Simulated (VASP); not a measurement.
F2: single point with PBE

The system is F2, in a box.

```
F
1.0
    12.00000    0.00000    0.00000
     0.00000   12.30000    0.00000
     0.00000    0.00000   12.60000
F
2
Direct
  0.50000 0.50000 0.44388
  0.50000 0.50000 0.55612
```

```
Program             : VASP 6.6.1
Task                : single point
Functional          : PBE
Potentials or basis : VASP PAW PBE potentials, release 64 (F_h)
Cutoff              : 910 eV
k mesh              : 1 × 1 × 1
Occupations         : fermi-dirac, width 0.01 eV
Spin                : no spin polarisation
```

```json
{
 "Largest force": "0.006 eV/Å",
 "Gap between the frontier levels": "3.60 eV"
}
```

Forces in eV/Å, atoms in the order of the input:
```
F    0.000  0.000 -0.006
F    0.000  0.000  0.006
```

Levels at points of the mesh, in eV from the valence-band top:
| k point | band 3 | band 4 | band 5 | band 6 | band 7 | band 8 | band 9 | band 10 | band 11 | band 12 |
| --- | --- | --- | --- | --- | --- | --- | --- | --- | --- | --- |
| (0.00, 0.00, 0.00) | -5.96 | -3.37 | -3.37 | 0.00 | 0.00 | 3.60 | 9.14 | 9.98 | 10.14 | 10.22 |

Wall time 6.9 min on 1 thread of Intel(R) Xeon(R) Platinum 8259CL CPU @ 2.50GHz (Skylake/Cascade Lake), with other jobs on the host, peak memory 2.4 GiB.
